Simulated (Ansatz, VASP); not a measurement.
**One calculation of Zr3TiN4, two programs**

The input INCAR:

```
PREC = Accurate
ENCUT = 520
EDIFF = 1E-6
ISMEAR = 0
SIGMA = 0.1
LREAL = F
LASPH = T
NELM = 100
ALGO = Normal
ISIF = 2
LWAVE = F
LCHARG = T
GGA = PE
LELF = T
LVHAR = T
NBANDS = 44
```

KPOINTS

```
regular mesh
0
Gamma
  8 8 8
```

File POSCAR:

```
Zr3TiN4
1.0
    4.6160751858      0.0000000000      0.0000000000
    0.0000000000      4.6160751858      0.0000000000
    0.0000000000      0.0000000000      4.6160751858
Zr Ti N
3 1 4
Direct
    0.0000000000      0.0000000000      0.5000000000
    0.5000000000      0.0000000000      0.0000000000
    0.0000000000      0.5000000000      0.0000000000
    0.5000000000      0.5000000000      0.5000000000
    0.5000000000      0.5000000000      0.0000000000
    0.0000000000      0.5000000000      0.5000000000
    0.5000000000      0.0000000000      0.5000000000
    0.0000000000      0.0000000000      0.0000000000
```

Input for Ansatz:

```yaml
crystal:
  lattice:
    - [4.6160751858, 0.0, 0.0]
    - [0.0, 4.6160751858, 0.0]
    - [0.0, 0.0, 4.6160751858]
  atoms:
    - { symbol: Zr, position: [0.0, 0.0, 0.5] }
    - { symbol: Zr, position: [0.5, 0.0, 0.0] }
    - { symbol: Zr, position: [0.0, 0.5, 0.0] }
    - { symbol: Ti, position: [0.5, 0.5, 0.5] }
    - { symbol: "N", position: [0.5, 0.5, 0.0] }
    - { symbol: "N", position: [0.0, 0.5, 0.5] }
    - { symbol: "N", position: [0.5, 0.0, 0.5] }
    - { symbol: "N", position: [0.0, 0.0, 0.0] }
basis:
  ecutwfc: 420
kpoints:
  mp_grid: { grid: [8, 8, 8] }
hamiltonian:
  xc: pbe
scf:
  occupations: { method: gaussian, width: 0.1 }
output:
  forces: true
  stress: true
  eigenvalues: true
```

Alike in both runs: task single point; functional PBE; k mesh 8 × 8 × 8; occupations gaussian, width 0.1 eV; no spin polarisation.

|  | VASP | Ansatz |
| --- | --- | --- |
| version | VASP 6.6.1 | Ansatz 0.2.0 |
| potentials or method | VASP PAW PBE potentials, release 64 (Zr_sv, Ti_sv, N), cutoff 520 eV | scalar-relativistic, plane waves, PAW |
| valence electrons in the cell | 68 | 68 |

```csv
,VASP,Ansatz,Ansatz less VASP
gap on the k mesh at the Fermi level (eV),none,none,-
pressure (GPa),-12.7,-12.9,-0.21
```

A gap of «none» marks a metal or a gap that the smearing closes. With one functional, cell and mesh, what is left measures potentials, basis and numerics.
